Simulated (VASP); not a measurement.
# Zn in VASP: single point with PBE

Aim: the single point of Zn with PBE.

Everything below comes from runs of VASP 6.6.1. Logs are shortened: lines on timing, memory, paths and dates and some standing lists are left out, and cuts for length are marked.

## (1) The cell of the first run

The cell holds a slab with vacuum, 3 atoms: a = 2.636 Å, b = 2.636 Å, c = 21.093 Å, α = 90.00°, β = 90.00°, γ = 120.00°.

## (2) Single point, PBE

The input, INCAR:

```
SYSTEM = Zn
  PREC = Accurate
  ENCUT = 520
  EDIFF = 1E-6
  ISMEAR = -1
  SIGMA = 0.08
  LREAL = .False.
  LASPH = .True.
  NELM = 100
  ALGO = Normal
  ISIF = 2
  LWAVE = .False.
  LCHARG = .True.
  GGA = PE
  LELF = .True.
  LVHAR = .True.
  NBANDS = 25
```

The input, KPOINTS:

```
regular mesh
0
Gamma
  16 16 1
  0 0 0
```

The input, POSCAR:

```
Zn
1.0
    2.6356265346      0.0000000000      0.0000000000
   -1.3178132673      2.2825195338      0.0000000000
    0.0000000000      0.0000000000     21.0925000000
Zn
3
Direct
    0.0000000000      0.0000000000      0.3831600234
    0.3333333333      0.6666666667      0.4999999894
    0.0000000000      0.0000000000      0.6168399872
```

Potentials or basis: VASP PAW PBE potentials, release 64 (Zn).

Started as:

```bash
cat potpaw_PBE.64/Zn/POTCAR > POTCAR
mpirun -np 1 vasp_std > vasp.out
```

OUTCAR:

```text
SYSTEM = Zn
   PREC = Accurate
   ENCUT = 520
   EDIFF = 1E-6
   ISMEAR = -1
   LREAL = .False.
   LASPH = .True.
   NELM = 100
   ISIF = 2
   GGA = PE

 ion  position               nearest neighbor table
   1  0.000  0.000  0.383-   2 2.90   2 2.90   2 2.90
   2  0.333  0.667  0.500-   1 2.90   1 2.90   1 2.90   3 2.90   3 2.90   3 2.90
   3  0.000  0.000  0.617-   2 2.90   2 2.90   2 2.90

  LATTYP: Found a hexagonal cell.
 ALAT       =     2.6356265346
 C/A-ratio  =     8.0028409652

  Lattice vectors:

 A1 = (   2.6356265346,   0.0000000000,   0.0000000000)
 A2 = (  -1.3178132673,   2.2825195338,   0.0000000000)
 A3 = (   0.0000000000,   0.0000000000,  21.0925000000)

Analysis of symmetry for initial positions (statically):
=====================================================================
 Subroutine PRICEL returns:
 Original cell was already a primitive cell.

 Routine SETGRP: Setting up the symmetry group for a
 hexagonal supercell.

 Subroutine GETGRP returns: Found 12 space group operations
 (whereof 12 operations were pure point group operations)
 out of a pool of 24 trial point group operations.

The static configuration has the point symmetry D_3h.

Analysis of symmetry for dynamics (positions and initial velocities):
=====================================================================
 Subroutine PRICEL returns:
 Original cell was already a primitive cell.

 Routine SETGRP: Setting up the symmetry group for a
 hexagonal supercell.

 Subroutine GETGRP returns: Found 12 space group operations
 (whereof 12 operations were pure point group operations)
 out of a pool of 24 trial point group operations.

The dynamic configuration has the point symmetry D_3h.

 Subroutine INISYM returns: Found 12 space group operations
 (whereof 12 operations are pure point group operations),
 and found     1 'primitive' translations

----------------------------------------------------------------------------------------

                                     Primitive cell

  volume of cell :     126.8897

  direct lattice vectors                    reciprocal lattice vectors
     2.635626535  0.000000000  0.000000000     0.379416426  0.219056176  0.000000000
    -1.317813267  2.282519534  0.000000000     0.000000000  0.438112351  0.000000000
     0.000000000  0.000000000 21.092500000     0.000000000  0.000000000  0.047410217

  length of vectors
     2.635626535  2.635626535 21.092500000     0.438112351  0.438112351  0.047410217

  position of ions in fractional coordinates (direct lattice)
     0.000000000  0.000000000  0.383160023
     0.333333333  0.666666667  0.499999989
     0.000000000  0.000000000  0.616839987

  ion indices of the primitive-cell ions
   primitive index   ion index
                 1           1
                 2           2
                 3           3

----------------------------------------------------------------------------------------

 KPOINTS: regular mesh

Automatic generation of k-mesh.
 Grid dimensions read from file:
 generate k-points for:   16   16    1

 Generating k-lattice:

  Cartesian coordinates                     Fractional coordinates (reciprocal lattice)
     0.023713527  0.013691011  0.000000000     0.062500000  0.000000000  0.000000000
     0.000000000  0.027382022  0.000000000     0.000000000  0.062500000  0.000000000
     0.000000000  0.000000000  0.047410217     0.000000000  0.000000000  1.000000000

  Length of vectors
     0.027382022  0.027382022  0.047410217

  Shift w.r.t. Gamma in fractional coordinates (k-lattice)
     0.000000000  0.000000000  0.000000000

 Subroutine IBZKPT returns following result:
 ===========================================

 Found     30 irreducible k-points:

 Following reciprocal coordinates:
            Coordinates               Weight
  0.000000  0.000000  0.000000      1.000000
  0.062500  0.000000  0.000000      6.000000
  0.125000  0.000000  0.000000      6.000000
  0.187500  0.000000  0.000000      6.000000
  0.250000  0.000000  0.000000      6.000000
  0.312500  0.000000  0.000000      6.000000
[... 16 lines left out ...]
  0.187500  0.187500  0.000000      6.000000
  0.250000  0.187500  0.000000     12.000000
 [... further k-points ...]
   k-points           NKPTS =     30   k-points in BZ     NKDIM =     30   number of bands    NBANDS=     25
   number of dos      NEDOS =    301   number of ions     NIONS =      3
   total plane-waves  NPLWV =  64000
   dimension x,y,z NGX =    20 NGY =   20 NGZ =  160
   dimension x,y,z NGXF=    40 NGYF=   40 NGZF=  320
   ions per type =               3
   NGX,Y,Z   is equivalent  to a cutoff of  12.62, 12.62, 12.61 a.u.
   NGXF,Y,Z  is equivalent  to a cutoff of  25.23, 25.23, 25.22 a.u.
 SYSTEM =  Zn
   PREC   = accura    normal or accurate (medium, high low for compatibility)
   ISTART =      0    job   : 0-new  1-cont  2-samecut
   ICHARG =      2    charge: 1-file 2-atom 10-const
   ISPIN  =      1    spin polarized calculation?
   LNONCOLLINEAR =      F non collinear calculations
   LSORBIT =      F    spin-orbit coupling
   LASPH  =      T    aspherical Exc in radial PAW
   ENCUT  =  520.0 eV  38.22 Ry    6.18 a.u.   4.90  4.90 39.22*2*pi/ulx,y,z
   NELM   =    100;   NELMIN=  2; NELMDL= -5     # of ELM steps
   EDIFF  = 0.1E-05   stopping-criterion for ELM
   LREAL  =      F    real-space projection
   EDIFFG = 0.1E-04   stopping-criterion for IOM
   NSW    =      0    number of steps for IOM
   IBRION =     -1    ionic relax: 0-MD 1-quasi-New 2-CG
   NFREE  =      0    steps in history (QN), initial steepest desc. (CG)
   ISIF   =      2    stress and relaxation
   ISYM   =      2    0-nonsym 1-usesym 2-fastsym
   POTIM  = 0.5000    time-step for ionic-motion
   TEBEG  =    0.0;   TEEND  =   0.0 temperature during run
   PSTRESS=    0.0 pullay stress
   NELECT =      36.0000    total number of electrons
   NUPDOWN=      -1.0000    fix difference up-down
   EMIN   =  10.00;   EMAX   =-10.00  energy-range for DOS
   EFERMI =   0.00;   METHOD = LEGACY
   ISMEAR =    -1;   SIGMA  =   0.08  broadening in eV -4-tet -1-fermi 0-gaus
   EFERMI_NEDOS =   21; number of points for ismear=-14 and -15
   IALGO  =     38    algorithm
   IMIX   =      4    mixing-type and parameters
     AMIX     =   0.40;   BMIX     =  1.00
     AMIX_MAG =   1.60;   BMIX_MAG =  1.00
  volume/ion in A,a.u.               =      42.30       285.43
  Fermi-wavevector in a.u.,A,eV,Ry     =   1.075722  2.032820 15.744370  1.157179
  Thomas-Fermi vector in A             =   2.211587
   LORBIT       =      0    0 simple, 1 ext, 2 COOP (PROOUT), +10 PAW based schemes
   GGA     = PE    functional components
   LHFCALC =     F    Hartree Fock is set to
   AEXX    =    0.0000 exact exchange contribution
   IVDW    =     0    specifies the selected vdW correction
   LEPSILON=     F    determine dielectric tensor
   LRPA    =     F    only Hartree local field effects (RPA)
 non-spin polarized calculation
  energy-cutoff  :      520.00
  volume of cell :      126.89
 maximum number of plane-waves:      3465
 NGX is ok and might be reduce to    20
   NGX =  9   NGY =  9   NGZ = 79

 number of electron      35.9999970 magnetization

 Free energy of the ion-electron system (eV)
  ---------------------------------------------------
  ext. energy  EPLUGINS =         0.00000000
  ---------------------------------------------------
  free energy    TOTEN  =        -3.09553233 eV

  energy without entropy =       -3.07326028  energy(sigma->0) =       -3.08439630

 E-fermi :  -1.6731     XC(G=0):  -4.9130

 val. band max:       -1.6805703474   @ k =   0.3750   0.1875   0.0000
 cond. band min:      -1.6042601512   @ k =   0.2500   0.2500   0.0000
 fundamental gap:      0.0763101962
 Fermi energy:        -1.6730901769

 k-point     1 :       0.0000    0.0000    0.0000
  band No.  band energies     occupation
      1     -11.5234      2.00000
      2     -10.3853      2.00000
      3     -10.1145      2.00000
      4      -9.3475      2.00000
      5      -9.1893      2.00000
      6      -9.1893      2.00000
[... 17 lines left out ...]
     24       3.9337      0.00000
     25       6.3225      0.00000

 k-point     2 :       0.0625    0.0000    0.0000
  band No.  band energies     occupation
      1     -11.4066      2.00000
      2     -10.2893      2.00000
      3     -10.0547      2.00000
      4      -9.3372      2.00000
      5      -9.2043      2.00000
      6      -9.1614      2.00000
[... 17 lines left out ...]
     24       4.0437      0.00000
     25       6.4340      0.00000

 k-point     3 :       0.1250    0.0000    0.0000
  band No.  band energies     occupation
      1     -11.0650      2.00000
      2     -10.0273      2.00000
      3      -9.8969      2.00000
      4      -9.3138      2.00000
      5      -9.2368      2.00000
      6      -9.1067      2.00000
[... 17 lines left out ...]
     24       4.3732      0.00000
     25       6.7667      0.00000

 k-point     4 :       0.1875    0.0000    0.0000
  band No.  band energies     occupation
      1     -10.5427      2.00000
      2      -9.7179      2.00000
      3      -9.7150      2.00000
      4      -9.2925      2.00000
      5      -9.2524      2.00000
      6      -9.2234      2.00000
[... 17 lines left out ...]
     24       4.9199      0.00000
     25       7.3106      0.00000
[... 477 lines left out ...]
 k-point    22 :       0.4375    0.1250    0.0000
  band No.  band energies     occupation
      1      -9.7989      2.00000
      2      -9.6680      2.00000
      3      -9.6064      2.00000
      4      -9.5108      2.00000
      5      -9.3564      2.00000
      6      -9.1841      2.00000
[... 17 lines left out ...]
     24       6.1389      0.00000
     25       6.8017      0.00000

 k-point    23 :       0.1875    0.1875    0.0000
  band No.  band energies     occupation
      1      -9.4971      2.00000
      2      -9.4840      2.00000
      3      -9.4591      2.00000
      4      -9.3700      2.00000
      5      -9.2321      2.00000
      6      -9.1758      2.00000
[... 17 lines left out ...]
     24       5.5930      0.00000
     25       6.6347      0.00000

 k-point    24 :       0.2500    0.1875    0.0000
  band No.  band energies     occupation
      1      -9.5447      2.00000
      2      -9.5316      2.00000
      3      -9.4390      2.00000
      4      -9.2923      2.00000
      5      -9.2746      2.00000
      6      -9.1500      2.00000
[... 17 lines left out ...]
     24       5.9946      0.00000
     25       6.4241      0.00000

 [... further k-points ...]

------------------------ aborting loop because EDIFF is reached ----------------------------------------

  FORCE on cell =-STRESS in cart. coord.  units (eV):
  Direction    XX          YY          ZZ          XY          YZ          ZX
  --------------------------------------------------------------------------------------
  -------------------------------------------------------------------------------------
  Total       -0.4025935     -0.4025935      0.0351803      0.0000000      0.0000000      0.0000000
  in kB       -5.0833599     -5.0833599      0.4442054      0.0000000      0.0000000      0.0000000
  external PRESSURE =      -3.2408381 kB  Pullay stress =       0.0000000 kB

 VOLUME and BASIS-vectors are now :
 -----------------------------------------------------------------------------
  energy-cutoff  :      520.00
  volume of cell :      126.89
      direct lattice vectors                 reciprocal lattice vectors
     2.635626535  0.000000000  0.000000000     0.379416426  0.219056176  0.000000000
    -1.317813267  2.282519534  0.000000000     0.000000000  0.438112351  0.000000000
     0.000000000  0.000000000 21.092500000     0.000000000  0.000000000  0.047410217

 POSITION                                       TOTAL-FORCE (eV/Angst)
 -----------------------------------------------------------------------------------
      0.00000      0.00000      8.08180         0.000000      0.000000     -0.007334
     -0.00000      1.52168     10.54625        -0.000000      0.000000     -0.000000
      0.00000      0.00000     13.01070         0.000000     -0.000000      0.007334
 -----------------------------------------------------------------------------------
    total drift:                               -0.000001      0.000001     -0.000000

  FREE ENERGIE OF THE ION-ELECTRON SYSTEM (eV)
  ---------------------------------------------------
  free  energy   TOTEN  =        -3.0955323286 eV

  energy  without entropy=       -3.0732602780  energy(sigma->0) =       -3.08439630
```

Run time: 3.4 min. Hardware: 1 thread of Intel Xeon 8259CL, shared host; peak memory 0.24 GiB.

Results:

```yaml
Free_energy: -3.0955 eV
Largest_force: 0.007 eV/Å
Band_gap_on_the_k_mesh: zero (bands 18 and 19 overlap by 3.45 eV)
```

Forces in eV/Å, atoms in the order of the input:
```
Zn   0.000  0.000 -0.007
Zn   0.000  0.000  0.000
Zn   0.000  0.000  0.007
```

Caveat: there is no dipole correction, which matters where the two faces differ.

The gap in the log of VASP goes by the Fermi energy; the results here count the filled bands.